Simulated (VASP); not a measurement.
# TaN (Fm-3m) in VASP: a series of runs

Runs on TaN. Level: r2SCAN. Tasks: single point.

All numbers are computed with VASP 6.6.1; they aren't measurements. Logs are shortened: lines on timing, memory, paths and dates and some standing lists are left out, and cuts for length are marked.

### 1 The cell of the first run

Symmetry: Fm-3m, No. 225, cubic system. Conventional cell: a = 4.140 Å, b = 4.140 Å, c = 4.140 Å, α = 90.00°, β = 90.00°, γ = 90.00°. Ta (site symmetry m-3m) has 6 N at 2.07 Å within 2.7 Å. Within 2.7 Å of N (site symmetry m-3m) lie 6 Ta at 2.07 Å.

### 2 Single point, r2SCAN (strain -0.050 along x and y, -0.050 along z)

Contents of POSCAR:

```
TaN
1.0
    0.0000000000      2.0700500000      2.0700500000
    2.0700500000      0.0000000000      2.0700500000
    2.0700500000      2.0700500000      0.0000000000
Ta N
1 1
Direct
    0.5000000000      0.5000000000      0.5000000000
    0.0000000000      0.0000000000      0.0000000000
```

Contents of INCAR.step1:

```
SYSTEM = TaN
  PREC = Accurate
  ENCUT = 520
  ISMEAR = 0
  SIGMA = 0.15
  LREAL = .FALSE.
  LASPH = .TRUE.
  NELM = 80
  NBANDS = 15
  GGA = PE
  ALGO = Normal
  EDIFF = 1E-4
  LWAVE = .TRUE.
  LCHARG = .FALSE.
```

Contents of INCAR.step2:

```
SYSTEM = TaN
  PREC = Accurate
  ENCUT = 520
  EDIFF = 1E-7
  ISMEAR = 0
  SIGMA = 0.15
  LREAL = .FALSE.
  LASPH = .TRUE.
  NELM = 80
  ALGO = Normal
  ISIF = 2
  LWAVE = .FALSE.
  LCHARG = .FALSE.
  METAGGA = R2SCAN
  LMIXTAU = .TRUE.
  NBANDS = 15
  ISTART = 1
```

Contents of KPOINTS:

```
regular mesh
0
G
  18 18 18
  0 0 0
```

Potentials or basis: VASP PAW PBE potentials, release 64 (Ta_pv, N).

The run is started by

```console
$ cat potpaw_PBE.64/Ta_pv/POTCAR potpaw_PBE.64/N/POTCAR > POTCAR
$ cp INCAR.step1 INCAR
$ mpirun -np 1 vasp_std > vasp.out
$ cp INCAR.step2 INCAR
$ mpirun -np 1 vasp_std > vasp.out
```

OUTCAR:

```text
SYSTEM = TaN
   PREC = Accurate
   ENCUT = 520
   EDIFF = 1E-7
   ISMEAR = 0
   LREAL = .FALSE.
   LASPH = .TRUE.
   NELM = 80
   ISIF = 2
   METAGGA = R2SCAN
   ISTART = 1

 ion  position               nearest neighbor table
   1  0.500  0.500  0.500-   2 2.07   2 2.07   2 2.07   2 2.07   2 2.07   2 2.07
   2  0.000  0.000  0.000-   1 2.07   1 2.07   1 2.07   1 2.07   1 2.07   1 2.07

  LATTYP: Found a face centered cubic cell.
 ALAT       =     4.1401000000

  Lattice vectors:

 A1 = (   0.0000000000,   2.0700500000,   2.0700500000)
 A2 = (   2.0700500000,   0.0000000000,   2.0700500000)
 A3 = (   2.0700500000,   2.0700500000,   0.0000000000)

Analysis of symmetry for initial positions (statically):
=====================================================================
 Subroutine PRICEL returns:
 Original cell was already a primitive cell.

 Routine SETGRP: Setting up the symmetry group for a
 face centered cubic supercell.

 Subroutine GETGRP returns: Found 48 space group operations
 (whereof 48 operations were pure point group operations)
 out of a pool of 48 trial point group operations.

The static configuration has the point symmetry O_h .

Analysis of symmetry for dynamics (positions and initial velocities):
=====================================================================
 Subroutine PRICEL returns:
 Original cell was already a primitive cell.

 Routine SETGRP: Setting up the symmetry group for a
 face centered cubic supercell.

 Subroutine GETGRP returns: Found 48 space group operations
 (whereof 48 operations were pure point group operations)
 out of a pool of 48 trial point group operations.

The dynamic configuration has the point symmetry O_h .

 Subroutine INISYM returns: Found 48 space group operations
 (whereof 48 operations are pure point group operations),
 and found     1 'primitive' translations

----------------------------------------------------------------------------------------

                                     Primitive cell

  volume of cell :      17.7408

  direct lattice vectors                    reciprocal lattice vectors
     0.000000000  2.070050000  2.070050000    -0.241540059  0.241540059  0.241540059
     2.070050000  0.000000000  2.070050000     0.241540059 -0.241540059  0.241540059
     2.070050000  2.070050000  0.000000000     0.241540059  0.241540059 -0.241540059

  length of vectors
     2.927492785  2.927492785  2.927492785     0.418359655  0.418359655  0.418359655

  position of ions in fractional coordinates (direct lattice)
[... 90 lines left out ...]
   NELECT =      16.0000    total number of electrons
   NUPDOWN=      -1.0000    fix difference up-down
   EMIN   =  10.00;   EMAX   =-10.00  energy-range for DOS
   EFERMI =   0.00;   METHOD = LEGACY
   ISMEAR =     0;   SIGMA  =   0.15  broadening in eV -4-tet -1-fermi 0-gaus
   EFERMI_NEDOS =   21; number of points for ismear=-14 and -15
   IALGO  =     38    algorithm
   IMIX   =      4    mixing-type and parameters
     AMIX     =   0.40;   BMIX     =  1.00
     AMIX_MAG =   1.60;   BMIX_MAG =  1.00
  volume/ion in A,a.u.               =       8.87        59.86
  Fermi-wavevector in a.u.,A,eV,Ry     =   1.581700  2.988979 34.038694  2.501773
  Thomas-Fermi vector in A             =   2.681735
   LORBIT       =      0    0 simple, 1 ext, 2 COOP (PROOUT), +10 PAW based schemes
   METAGGA = R2SCAN    functional components
   LHFCALC =     F    Hartree Fock is set to
   AEXX    =    0.0000 exact exchange contribution
   IVDW    =     0    specifies the selected vdW correction
   LEPSILON=     F    determine dielectric tensor
   LRPA    =     F    only Hartree local field effects (RPA)
 non-spin polarized calculation
 Gauss-broadening in eV      SIGMA  =   0.15
  energy-cutoff  :      520.00
  volume of cell :       17.74
 maximum number of plane-waves:       531
 NGX is ok and might be reduce to    24
   NGX = 11   NGY = 11   NGZ = 11

 number of electron      16.0000001 magnetization

 Free energy of the ion-electron system (eV)
  ---------------------------------------------------
  ext. energy  EPLUGINS =         0.00000000
  ---------------------------------------------------
  free energy    TOTEN  =       -58.69340095 eV

  energy without entropy =      -58.68585358  energy(sigma->0) =      -58.68962726

 E-fermi :  11.7947     XC(G=0): -15.6520

 val. band max:       11.7787432957   @ k =   0.2222   0.1111   0.0000
 cond. band min:      11.8013755738   @ k =   0.3889   0.0556   0.0000
 fundamental gap:      0.0226322782
 Fermi energy:        11.7946971289

 k-point     1 :       0.0000    0.0000    0.0000
  band No.  band energies     occupation
      1     -25.0000      2.00000
      2     -25.0000      2.00000
      3     -25.0000      2.00000
      4      -9.7808      2.00000
      5       7.0916      2.00000
      6       7.0916      2.00000
      7       7.0916      2.00000
      8       9.0322      2.00000
      9       9.0322      2.00000
     10       9.0322      2.00000
     11      11.9225      0.22808
     12      11.9225      0.22808
     13      15.3532      0.00000
     14      21.8207      0.00000
[... 401 lines left out ...]
      2     -25.1278      2.00000
      3     -25.0440      2.00000
      4      -7.9407      2.00000
      5       2.6844      2.00000
      6       3.7904      2.00000
      7       4.3776      2.00000
      8      10.5959      2.00000
      9      10.7281      2.00000
     10      11.9785      0.08311
     11      15.7025      0.00000
     12      17.5360      0.00000
     13      18.4155      0.00000
     14      21.9072      0.00000
     15      26.1818      0.00000

 [... further k-points ...]

------------------------ aborting loop because EDIFF is reached ----------------------------------------

  FORCE on cell =-STRESS in cart. coord.  units (eV):
  Direction    XX          YY          ZZ          XY          YZ          ZX
  --------------------------------------------------------------------------------------
  -------------------------------------------------------------------------------------
  Total       10.8135975     10.8135975     10.8135975     -0.0000000      0.0000000      0.0000000
  in kB      976.5810230    976.5810230    976.5810230     -0.0000000      0.0000000      0.0000000
  external PRESSURE =     976.5810230 kB  Pullay stress =       0.0000000 kB

 VOLUME and BASIS-vectors are now :
 -----------------------------------------------------------------------------
  energy-cutoff  :      520.00
  volume of cell :       17.74
      direct lattice vectors                 reciprocal lattice vectors
     0.000000000  2.070050000  2.070050000    -0.241540059  0.241540059  0.241540059
     2.070050000  0.000000000  2.070050000     0.241540059 -0.241540059  0.241540059
     2.070050000  2.070050000  0.000000000     0.241540059  0.241540059 -0.241540059

 POSITION                                       TOTAL-FORCE (eV/Angst)
 -----------------------------------------------------------------------------------
      2.07005      2.07005      2.07005         0.000000      0.000000      0.000000
      0.00000      0.00000      0.00000        -0.000000     -0.000000     -0.000000
 -----------------------------------------------------------------------------------
    total drift:                                0.000000     -0.000000     -0.000000

  FREE ENERGIE OF THE ION-ELECTRON SYSTEM (eV)
  ---------------------------------------------------
  free  energy   TOTEN  =       -58.6934009484 eV

  energy  without entropy=      -58.6858535788  energy(sigma->0) =      -58.68962726
```

OUTCAR.step1:

```text
SYSTEM = TaN
   PREC = Accurate
   ENCUT = 520
   ISMEAR = 0
   LREAL = .FALSE.
   LASPH = .TRUE.
[... 654 lines left out ...]
      2.07005      2.07005      2.07005         0.000000     -0.000000      0.000000
      0.00000      0.00000      0.00000        -0.000000      0.000000     -0.000000
 -----------------------------------------------------------------------------------
    total drift:                                0.000000     -0.000000     -0.000000

  FREE ENERGIE OF THE ION-ELECTRON SYSTEM (eV)
  ---------------------------------------------------
  free  energy   TOTEN  =       -20.8173246679 eV

  energy  without entropy=      -20.8094614397  energy(sigma->0) =      -20.81339305
```

OSZICAR.step1:

```text
N       E                     dE             d eps       ncg     rms          rms(c)
DAV:   1     0.930896889076E+02    0.93090E+02   -0.88312E+03  5858   0.116E+03
DAV:   2    -0.213531938998E+02   -0.11444E+03   -0.10850E+03  7103   0.317E+02
DAV:   3    -0.239230024377E+02   -0.25698E+01   -0.25584E+01  6719   0.448E+01
DAV:   4    -0.239309476645E+02   -0.79452E-02   -0.79418E-02  7439   0.266E+00
DAV:   5    -0.239309874898E+02   -0.39825E-04   -0.39813E-04  6687   0.163E-01    0.354E+01
DAV:   6    -0.208723313046E+02    0.30587E+01   -0.54074E+00  7167   0.277E+01    0.154E+01
DAV:   7    -0.208465289954E+02    0.25802E-01   -0.44468E-01  6396   0.569E+00    0.974E+00
DAV:   8    -0.208221404521E+02    0.24389E-01   -0.64427E-02  6865   0.212E+00    0.220E+00
DAV:   9    -0.208173352041E+02    0.48052E-02   -0.10776E-02  6354   0.874E-01    0.302E-01
DAV:  10    -0.208173246679E+02    0.10536E-04   -0.71551E-04  6551   0.326E-01
   1 F= -.20817325E+02 E0= -.20813393E+02  d E =-.786323E-02
```

Run time: 4.1 min. Hardware: 1 thread of AMD EPYC 7R43 (Zen 3), shared host; peak memory 0.15 GiB.

What came out:

| Property | Result |
| --- | --- |
| Free energy | -58.6934 eV |
| Pressure | 97.7 GPa |
| Band gap on the k mesh | zero (band 8 reaches 14.34 eV, above the bottom of band 9 at 9.03 eV) |

Levels at points of the mesh, in eV from the Fermi level:
```tsv
k point	band 4	band 5	band 6	band 7	band 8	band 9	band 10	band 11	band 12	band 13
(0.00, 0.00, 0.00)	-21.58	-4.70	-4.70	-4.70	-2.76	-2.76	-2.76	0.13	0.13	3.56
(0.50, 0.00, 0.00)	-17.26	-12.46	-9.49	-9.49	2.54	2.54	2.72	4.74	9.99	9.99
(0.50, 0.50, 0.00)	-20.41	-7.30	-7.05	-5.39	-5.39	2.82	4.70	4.70	6.91	9.80
```

Caveat: the cell differs from its parent crystal (strain -0.050 along x and y, -0.050 along z); the PAW data sets were made with another functional, which shifts forces and pressure a little; spin-orbit coupling is left out, which moves the levels of the heavy elements.

### 3 Single point, r2SCAN (strain +0.025 along x and y, +0.025 along z)

Contents of POSCAR:

```
TaN
1.0
    0.0000000000      2.2334750000      2.2334750000
    2.2334750000      0.0000000000      2.2334750000
    2.2334750000      2.2334750000      0.0000000000
Ta N
1 1
Direct
    0.5000000000      0.5000000000      0.5000000000
    0.0000000000      0.0000000000      0.0000000000
```

Contents of INCAR.step1:

```
  PREC = Accurate
  ENCUT = 520
  ISMEAR = 0
  SIGMA = 0.15
  LREAL = False
  LASPH = True
  NELM = 60
  NBANDS = 15
  GGA = PE
  ALGO = Normal
  EDIFF = 1E-4
  LWAVE = True
  LCHARG = False
```

Contents of INCAR.step2:

```
  PREC = Accurate
  ENCUT = 520
  EDIFF = 1E-7
  ISMEAR = 0
  SIGMA = 0.15
  LREAL = False
  LASPH = True
  NELM = 60
  ALGO = Normal
  ISIF = 2
  LWAVE = False
  LCHARG = False
  METAGGA = R2SCAN
  LMIXTAU = True
  NBANDS = 15
  ISTART = 1
```

Contents of KPOINTS:

```
Automatic mesh
0
Gamma
  18 18 18
```

Potentials or basis: VASP PAW PBE potentials, release 64 (Ta_pv, N).

The run is started by

```console
$ cat potpaw_PBE.64/Ta_pv/POTCAR potpaw_PBE.64/N/POTCAR > POTCAR
$ cp INCAR.step1 INCAR
$ mpirun -np 1 vasp_std > vasp.out
$ cp INCAR.step2 INCAR
$ mpirun -np 1 vasp_std > vasp.out
```

Run time: 4.5 min. Hardware: 1 thread of AMD EPYC 7R43 (Zen 3), shared host; peak memory 0.16 GiB.

Results (log left out):

- Free energy: -59.5919 eV
- Pressure: -13.5 GPa
- Band gap on the k mesh: zero (band 8 reaches 10.86 eV, above the bottom of band 9 at 7.05 eV)

Levels at points of the mesh, in eV from the Fermi level:
```csv
k point,band 6,band 7,band 8,band 9,band 10,band 11
"(0.00, 0.00, 0.00)",-4.01,-4.01,-2.05,-2.05,-2.05,0.12
"(0.50, 0.00, 0.00)",-7.65,-7.65,1.77,1.77,1.91,3.93
"(0.50, 0.50, 0.00)",-5.30,-4.89,-4.89,2.06,3.27,3.27
```

Caveat: the cell differs from its parent crystal (strain +0.025 along x and y, +0.025 along z); the PAW data sets were made with another functional, which shifts forces and pressure a little; spin-orbit coupling is left out, which moves the levels of the heavy elements.
